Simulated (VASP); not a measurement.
# Zn (P6_3/mmc) in VASP: further runs

Runs on Zn. Level: LDA. Tasks: single point, relaxation of cell and atoms.

Program: VASP 6.6.1. These are calculated values, not measurements. Logs are shortened: lines on timing, memory, paths and dates and some standing lists are left out, and cuts for length are marked.

**1. The cell of the first run**

Symmetry: P6_3/mmc, No. 194, hexagonal system. The conventional cell has a = 2.561 Å, b = 2.561 Å, c = 4.785 Å, α = 90.00°, β = 90.00°, γ = 120.00°. Within 3.4 Å of Zn (site symmetry -6m2) lie 12 Zn at 2.56 to 2.81 Å.

**2. Single point, LDA**

INCAR

```
ALGO = Normal
EDIFF = 1E-6
ENCUT = 520
GGA = CA
ISIF = 2
ISMEAR = -1
LASPH = True
LCHARG = False
LREAL = False
LWAVE = False
NBANDS = 19
NELM = 60
PREC = Accurate
SIGMA = 0.05
```

KPOINTS

```
k-points
0
Gamma
  7 7 4
```

POSCAR

```
Zn
1.0
    2.5611243050      0.0000000000      0.0000000000
   -1.2805621525      2.2179987104      0.0000000000
    0.0000000000      0.0000000000      4.7854910852
Zn
2
Direct
    0.3333333333      0.6666666667      0.2500000000
    0.6666666667      0.3333333333      0.7500000000
```

Potentials or basis: VASP PAW LDA potentials, release 64 (Zn).

The run is started by

```sh
cat potpaw_LDA.64/Zn/POTCAR > POTCAR
mpirun -np 1 vasp_std > vasp.out
```

OUTCAR:

```text
EDIFF = 1E-6
   ENCUT = 520
   GGA = CA
   ISIF = 2
   ISMEAR = -1
   LASPH = True
   LREAL = False
   NELM = 60
   PREC = Accurate

 ion  position               nearest neighbor table
   1  0.333  0.667  0.250-   2 2.81   2 2.81   2 2.81   2 2.81   2 2.81   2 2.81
   2  0.667  0.333  0.750-   1 2.81   1 2.81   1 2.81   1 2.81   1 2.81   1 2.81

  LATTYP: Found a hexagonal cell.
 ALAT       =     2.5611243050
 C/A-ratio  =     1.8685118391

  Lattice vectors:

 A1 = (   2.5611243050,   0.0000000000,   0.0000000000)
 A2 = (  -1.2805621525,   2.2179987104,   0.0000000000)
 A3 = (   0.0000000000,   0.0000000000,   4.7854910852)

Analysis of symmetry for initial positions (statically):
=====================================================================
 Subroutine PRICEL returns:
 Original cell was already a primitive cell.

 Routine SETGRP: Setting up the symmetry group for a
 hexagonal supercell.

 Subroutine GETGRP returns: Found 24 space group operations
 (whereof 12 operations were pure point group operations)
 out of a pool of 24 trial point group operations.

The static configuration has the point symmetry D_3d.
 The point group associated with its full space group is D_6h.

Analysis of symmetry for dynamics (positions and initial velocities):
=====================================================================
 Subroutine PRICEL returns:
 Original cell was already a primitive cell.

 Routine SETGRP: Setting up the symmetry group for a
 hexagonal supercell.

 Subroutine GETGRP returns: Found 24 space group operations
 (whereof 12 operations were pure point group operations)
 out of a pool of 24 trial point group operations.

The dynamic configuration has the point symmetry D_3d.
 The point group associated with its full space group is D_6h.

 Subroutine INISYM returns: Found 24 space group operations
 (whereof 12 operations are pure point group operations),
 and found     1 'primitive' translations

----------------------------------------------------------------------------------------

                                     Primitive cell

  volume of cell :      27.1843

  direct lattice vectors                    reciprocal lattice vectors
     2.561124305  0.000000000  0.000000000     0.390453520  0.225428445  0.000000000
    -1.280562152  2.217998710  0.000000000     0.000000000  0.450856890  0.000000000
     0.000000000  0.000000000  4.785491085     0.000000000  0.000000000  0.208964970

  length of vectors
     2.561124305  2.561124305  4.785491085     0.450856890  0.450856890  0.208964970

  position of ions in fractional coordinates (direct lattice)
     0.333333333  0.666666667  0.250000000
     0.666666667  0.333333333  0.750000000

  ion indices of the primitive-cell ions
   primitive index   ion index
                 1           1
                 2           2

----------------------------------------------------------------------------------------

 KPOINTS: k-points

Automatic generation of k-mesh.
 Grid dimensions read from file:
 generate k-points for:    7    7    4

 Generating k-lattice:

  Cartesian coordinates                     Fractional coordinates (reciprocal lattice)
     0.055779074  0.032204064  0.000000000     0.142857143  0.000000000  0.000000000
     0.000000000  0.064408127  0.000000000     0.000000000  0.142857143  0.000000000
     0.000000000  0.000000000  0.052241242     0.000000000  0.000000000  0.250000000

  Length of vectors
     0.064408127  0.064408127  0.052241242

  Shift w.r.t. Gamma in fractional coordinates (k-lattice)
     0.000000000  0.000000000  0.000000000

 Subroutine IBZKPT returns following result:
 ===========================================

 Found     24 irreducible k-points:

 Following reciprocal coordinates:
            Coordinates               Weight
  0.000000  0.000000  0.000000      1.000000
  0.142857  0.000000  0.000000      6.000000
  0.285714  0.000000  0.000000      6.000000
  0.428571  0.000000  0.000000      6.000000
  0.142857  0.142857  0.000000      6.000000
  0.285714  0.142857  0.000000     12.000000
[... 16 lines left out ...]
  0.428571  0.142857  0.500000      6.000000
  0.285714  0.285714  0.500000      6.000000
   k-points           NKPTS =     24   k-points in BZ     NKDIM =     24   number of bands    NBANDS=     19
   number of dos      NEDOS =    301   number of ions     NIONS =      2
   total plane-waves  NPLWV =  14400
   dimension x,y,z NGX =    20 NGY =   20 NGZ =   36
   dimension x,y,z NGXF=    40 NGYF=   40 NGZF=   72
   ions per type =               2
   NGX,Y,Z   is equivalent  to a cutoff of  12.98, 12.98, 12.51 a.u.
   NGXF,Y,Z  is equivalent  to a cutoff of  25.96, 25.96, 25.01 a.u.
 SYSTEM =  unknown system
   PREC   = accura    normal or accurate (medium, high low for compatibility)
   ISTART =      0    job   : 0-new  1-cont  2-samecut
   ICHARG =      2    charge: 1-file 2-atom 10-const
   ISPIN  =      1    spin polarized calculation?
   LNONCOLLINEAR =      F non collinear calculations
   LSORBIT =      F    spin-orbit coupling
   LASPH  =      T    aspherical Exc in radial PAW
   ENCUT  =  520.0 eV  38.22 Ry    6.18 a.u.   4.76  4.76  8.90*2*pi/ulx,y,z
   NELM   =     60;   NELMIN=  2; NELMDL= -5     # of ELM steps
   EDIFF  = 0.1E-05   stopping-criterion for ELM
   LREAL  =      F    real-space projection
   EDIFFG = 0.1E-04   stopping-criterion for IOM
   NSW    =      0    number of steps for IOM
   IBRION =     -1    ionic relax: 0-MD 1-quasi-New 2-CG
   NFREE  =      0    steps in history (QN), initial steepest desc. (CG)
   ISIF   =      2    stress and relaxation
   ISYM   =      2    0-nonsym 1-usesym 2-fastsym
   POTIM  = 0.5000    time-step for ionic-motion
   TEBEG  =    0.0;   TEEND  =   0.0 temperature during run
   PSTRESS=    0.0 pullay stress
   NELECT =      24.0000    total number of electrons
   NUPDOWN=      -1.0000    fix difference up-down
   EMIN   =  10.00;   EMAX   =-10.00  energy-range for DOS
   EFERMI =   0.00;   METHOD = LEGACY
   ISMEAR =    -1;   SIGMA  =   0.05  broadening in eV -4-tet -1-fermi 0-gaus
   EFERMI_NEDOS =   21; number of points for ismear=-14 and -15
   IALGO  =     38    algorithm
   IMIX   =      4    mixing-type and parameters
     AMIX     =   0.40;   BMIX     =  1.00
     AMIX_MAG =   1.60;   BMIX_MAG =  1.00
  volume/ion in A,a.u.               =      13.59        91.72
  Fermi-wavevector in a.u.,A,eV,Ry     =   1.570504  2.967823 33.558543  2.466483
  Thomas-Fermi vector in A             =   2.672228
   LORBIT       =      0    0 simple, 1 ext, 2 COOP (PROOUT), +10 PAW based schemes
   GGA     = CA    functional components
   LHFCALC =     F    Hartree Fock is set to
   AEXX    =    0.0000 exact exchange contribution
   IVDW    =     0    specifies the selected vdW correction
   LEPSILON=     F    determine dielectric tensor
   LRPA    =     F    only Hartree local field effects (RPA)
 non-spin polarized calculation
  energy-cutoff  :      520.00
  volume of cell :       27.18
 maximum number of plane-waves:       744
 NGX is ok and might be reduce to    20
   NGX =  9   NGY =  9   NGZ = 17

 number of electron      24.0000001 magnetization

 Free energy of the ion-electron system (eV)
  ---------------------------------------------------
  ext. energy  EPLUGINS =         0.00000000
  ---------------------------------------------------
  free energy    TOTEN  =        -3.82008400 eV

  energy without entropy =       -3.81728957  energy(sigma->0) =       -3.81868679

 E-fermi :   3.9108     XC(G=0): -12.4933

 val. band max:        3.8113299945   @ k =   0.2857   0.1429   0.0000
 cond. band min:       3.9736477068   @ k =   0.0000   0.0000   0.2500
 fundamental gap:      0.1623177123
 Fermi energy:         3.9108030495

 k-point     1 :       0.0000    0.0000    0.0000
  band No.  band energies     occupation
      1      -7.6001      2.00000
      2      -5.5097      2.00000
      3      -4.6404      2.00000
      4      -4.3398      2.00000
      5      -4.3398      2.00000
      6      -4.2791      2.00000
[... 11 lines left out ...]
     18      24.1532      0.00000
     19      24.4096      0.00000

 k-point     2 :       0.1429    0.0000    0.0000
  band No.  band energies     occupation
      1      -6.9544      2.00000
      2      -5.2277      2.00000
      3      -4.5835      2.00000
      4      -4.4012      2.00000
      5      -4.3205      2.00000
      6      -4.1718      2.00000
[... 11 lines left out ...]
     18      21.7169      0.00000
     19      23.1610      0.00000

 k-point     3 :       0.2857    0.0000    0.0000
  band No.  band energies     occupation
      1      -5.4757      2.00000
      2      -5.0269      2.00000
      3      -4.6404      2.00000
      4      -4.4433      2.00000
      5      -4.2979      2.00000
      6      -4.1638      2.00000
[... 11 lines left out ...]
     18      20.1243      0.00000
     19      21.3765      0.00000

 k-point     4 :       0.4286    0.0000    0.0000
  band No.  band energies     occupation
      1      -5.2359      2.00000
      2      -5.1463      2.00000
      3      -4.9313      2.00000
      4      -4.3471      2.00000
      5      -4.2034      2.00000
      6      -4.1423      2.00000
[... 11 lines left out ...]
     18      19.3817      0.00000
     19      20.6815      0.00000

 k-point     5 :       0.1429    0.1429    0.0000
  band No.  band energies     occupation
      1      -5.7917      2.00000
      2      -4.8672      2.00000
      3      -4.6452      2.00000
      4      -4.4782      2.00000
      5      -4.4435      2.00000
      6      -4.3108      2.00000
[... 11 lines left out ...]
     18      19.2521      0.00000
     19      20.4945      0.00000

 k-point     6 :       0.2857    0.1429    0.0000
  band No.  band energies     occupation
      1      -4.9628      2.00000
      2      -4.9004      2.00000
      3      -4.7997      2.00000
      4      -4.3302      2.00000
      5      -4.2963      2.00000
      6      -4.2526      2.00000
[... 11 lines left out ...]
     18      17.2906      0.00000
     19      18.3382      0.00000

 k-point     7 :       0.4286    0.1429    0.0000
  band No.  band energies     occupation
      1      -5.0700      2.00000
      2      -4.9488      2.00000
      3      -4.9057      2.00000
      4      -4.3573      2.00000
      5      -4.2366      2.00000
      6      -4.1562      2.00000
[... 11 lines left out ...]
     18      16.5987      0.00000
     19      17.7573      0.00000

 k-point     8 :       0.2857    0.2857    0.0000
  band No.  band energies     occupation
      1      -4.8048      2.00000
      2      -4.7027      2.00000
      3      -4.6268      2.00000
      4      -4.3942      2.00000
      5      -4.3548      2.00000
      6      -4.2855      2.00000
[... 256 lines left out ...]
 k-point    20 :       0.4286    0.0000    0.5000
  band No.  band energies     occupation
      1      -5.2164      2.00000
      2      -5.2164      2.00000
      3      -4.8464      2.00000
      4      -4.8464      2.00000
      5      -3.8985      2.00000
      6      -3.8985      2.00000
[... 11 lines left out ...]
     18      16.8199      0.00000
     19      19.1943      0.00000

 k-point    21 :       0.1429    0.1429    0.5000
  band No.  band energies     occupation
      1      -4.9706      2.00000
      2      -4.9706      2.00000
      3      -4.6425      2.00000
      4      -4.6425      2.00000
      5      -4.5022      2.00000
      6      -4.5022      2.00000
[... 11 lines left out ...]
     18      15.0739      0.00000
     19      26.5204      0.00000

 k-point    22 :       0.2857    0.1429    0.5000
  band No.  band energies     occupation
      1      -4.9580      2.00000
      2      -4.9580      2.00000
      3      -4.7213      2.00000
      4      -4.7213      2.00000
      5      -4.1048      2.00000
      6      -4.1048      2.00000
[... 11 lines left out ...]
     18      13.3259      0.00000
     19      22.0942      0.00000

 k-point    23 :       0.4286    0.1429    0.5000
  band No.  band energies     occupation
      1      -5.0461      2.00000
      2      -5.0461      2.00000
      3      -4.7790      2.00000
      4      -4.7790      2.00000
      5      -4.0661      2.00000
      6      -4.0661      2.00000
[... 11 lines left out ...]
     18      15.0420      0.00000
     19      18.7701      0.00000

 k-point    24 :       0.2857    0.2857    0.5000
  band No.  band energies     occupation
      1      -4.7678      2.00000
      2      -4.7678      2.00000
      3      -4.5524      2.00000
      4      -4.5524      2.00000
      5      -4.3126      2.00000
      6      -4.3126      2.00000
[... 11 lines left out ...]
     18      15.4782      0.00000
     19      20.1157      0.00000

------------------------ aborting loop because EDIFF is reached ----------------------------------------

  FORCE on cell =-STRESS in cart. coord.  units (eV):
  Direction    XX          YY          ZZ          XY          YZ          ZX
  --------------------------------------------------------------------------------------
  -------------------------------------------------------------------------------------
  Total        0.1377609      0.1377609      0.0819739     -0.0000000     -0.0000000     -0.0000000
  in kB        8.1192879      8.1192879      4.8313387     -0.0000000     -0.0000000     -0.0000000
  external PRESSURE =       7.0233048 kB  Pullay stress =       0.0000000 kB

 VOLUME and BASIS-vectors are now :
 -----------------------------------------------------------------------------
  energy-cutoff  :      520.00
  volume of cell :       27.18
      direct lattice vectors                 reciprocal lattice vectors
     2.561124305  0.000000000  0.000000000     0.390453520  0.225428445  0.000000000
    -1.280562152  2.217998710  0.000000000     0.000000000  0.450856890  0.000000000
     0.000000000  0.000000000  4.785491085     0.000000000  0.000000000  0.208964970

 POSITION                                       TOTAL-FORCE (eV/Angst)
 -----------------------------------------------------------------------------------
     -0.00000      1.47867      1.19637        -0.000000      0.000000      0.000000
      1.28056      0.73933      3.58912         0.000000     -0.000000      0.000000
 -----------------------------------------------------------------------------------
    total drift:                               -0.000000      0.000000     -0.000000

  FREE ENERGIE OF THE ION-ELECTRON SYSTEM (eV)
  ---------------------------------------------------
  free  energy   TOTEN  =        -3.8200839996 eV

  energy  without entropy=       -3.8172895705  energy(sigma->0) =       -3.81868679
```

Wall time 5.2 s (1 thread of Intel Xeon 6975P-C (Granite Rapids), shared host); peak memory 0.13 GiB.

Results:

```yaml
Free_energy: -3.8201 eV
Pressure: 0.7 GPa
Band_gap_on_the_k_mesh: zero (band 12 reaches 5.28 eV, above the bottom of band 13 at 0.66 eV)
```

Caveat: the k points lie up to 0.40 Å⁻¹ apart.

**3. Relaxation of cell and atoms, LDA**

This run uses another cell than the first one, of 15.33 Å³/atom, 1.128 times its volume.

INCAR

```
SYSTEM = Zn
ALGO = Normal
EDIFF = 1E-6
EDIFFG = -0.02
ENCUT = 600
GGA = CA
IBRION = 2
ISIF = 3
ISMEAR = -1
LASPH = .True.
LCHARG = .False.
LREAL = .False.
LWAVE = .False.
NELM = 100
NSW = 80
PREC = Accurate
SIGMA = 0.05
```

KPOINTS

```
k-points
0
Gamma
  7 7 4
  0 0 0
```

POSCAR

```
Zn
1.0
    2.6700000000      0.0000000000      0.0000000000
   -1.3350000000      2.3122878281      0.0000000000
    0.0000000000      0.0000000000      4.9660000000
Zn
2
Direct
    0.3333330000      0.6666670000      0.2500000000
    0.6666670000      0.3333330000      0.7500000000
```

Potentials or basis: VASP PAW LDA potentials, release 64 (Zn).

The run is started by

```sh
cat potpaw_LDA.64/Zn/POTCAR > POTCAR
mpirun -np 1 vasp_std > vasp.out
```

It took 24 s on 1 thread of Intel Xeon 6975P-C (Granite Rapids), shared host; peak memory 0.14 GiB.

Results (log left out):

| Property | Result |
| --- | --- |
| Free energy | -3.8216 eV |
| Relaxed volume | 13.70 Å³/atom |
| Relaxed cell | a = 2.569 Å, b = 2.569 Å, c = 4.794 Å, α = 90.00°, β = 90.00°, γ = 120.00° |
| Space group after relaxing (to 0.05 Å) | P6_3/mmc (No. 194) |
| Energy gained by relaxing | 53.8 meV/atom |
| Ionic steps | 8 |
| Pressure after relaxing | -0.1 GPa |
| Band gap on the k mesh | zero (band 12 reaches 5.21 eV, above the bottom of band 13 at 0.61 eV) |

Stress tensor (GPa, compression positive):
```
-0.17  0.00  0.00
 0.00 -0.17  0.00
 0.00  0.00  0.02
```

Step by step:
| step | energy change (eV) | largest force (eV/Å) | pressure (GPa) | volume (Å³) |
| --- | --- | --- | --- | --- |
| 1 | 0.0000 | 0.0000 | -9.14 | 30.66 |
| 2 | -0.1023 | 0.0000 | 1.45 | 26.94 |
| 3 | -0.1061 | 0.0000 | 0.06 | 27.39 |
| 4 | -0.1062 | 0.0000 | -0.16 | 27.47 |
| 5 | -0.1062 | 0.0000 | -0.41 | 27.53 |
| 6 | -0.1075 | 0.0000 | -0.30 | 27.44 |
| 7 | -0.1076 | 0.0000 | -0.28 | 27.40 |
| 8 | -0.1076 | 0.0000 | -0.11 | 27.39 |

Final structure:
```yaml
crystal:
  lattice:
    - [2.56867, 0.00000, 0.00000]
    - [-1.28433, 2.22453, 0.00000]
    - [0.00000, 0.00000, 4.79368]
  atoms:
    - { symbol: Zn, position: [0.33333, 0.66667, 0.25000] }
    - { symbol: Zn, position: [0.66667, 0.33333, 0.75000] }
```

Levels at points of the mesh, in eV from the Fermi level:
| k point | band 10 | band 11 | band 12 | band 13 | band 14 | band 15 |
| --- | --- | --- | --- | --- | --- | --- |
| (0.00, 0.00, 0.00) | -7.52 | -7.52 | -4.36 | -3.25 | 14.14 | 18.09 |
| (0.00, 0.00, 0.50) | -7.62 | -7.62 | -7.62 | 4.63 | 4.63 | 20.05 |

Caveat: the k points lie up to 0.40 Å⁻¹ apart in the final cell; the volume moved by -11 % from the deposited cell, more than functionals usually miss.
